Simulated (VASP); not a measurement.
Write the native input for VASP 6.6.1 that does the following.

| Property | Result |
| --- | --- |
| Task | single point |
| Functional | LDA |
| Potentials or basis | VASP PAW LDA potentials, release 64 (Cd) |
| Cutoff | 520 eV |
| k mesh | 13 × 13 × 6 |
| Occupations | methfessel-paxton, width 0.3 eV |
| Spin | no spin polarisation |
| Dipole correction | no |
| Further INCAR settings | ALGO = Normal; EDIFF = 1e-06; NBANDS = 19 |

The structure of Cd lies in POSCAR:

```
Cd
1.0
    2.8818641727      0.0000000000      0.0000000000
   -1.4409320863      2.4957675838      0.0000000000
    0.0000000000      0.0000000000      5.6383707528
Cd
2
Direct
    0.3333333333      0.6666666667      0.2500000000
    0.6666666667      0.3333333333      0.7500000000
```

One way to write it, as run:

INCAR

```
SYSTEM = Cd
  ALGO = Normal
  EDIFF = 1E-6
  ENCUT = 520
  GGA = CA
  ISIF = 2
  ISMEAR = 1
  LASPH = .True.
  LCHARG = .False.
  LREAL = .False.
  LWAVE = .False.
  NBANDS = 19
  NELM = 80
  PREC = Accurate
  SIGMA = 0.3
```

KPOINTS

```
k-points
0
Gamma
  13 13 6
  0 0 0
```

Potentials or basis: VASP PAW LDA potentials, release 64 (Cd).

The run is started by

```console
$ cat potpaw_LDA.64/Cd/POTCAR > POTCAR
$ mpirun -np 1 vasp_std > vasp.out
```

It gave:

```
Pressure               : 0.8 GPa
Band gap on the k mesh : zero (bands 12 and 13 overlap by 4.69 eV)
```

Caveat: so wide a smearing shifts energies and pressures.

Run time: 54 s on 1 thread of AMD EPYC 7R13 (shared host), peak memory 0.15 GiB.
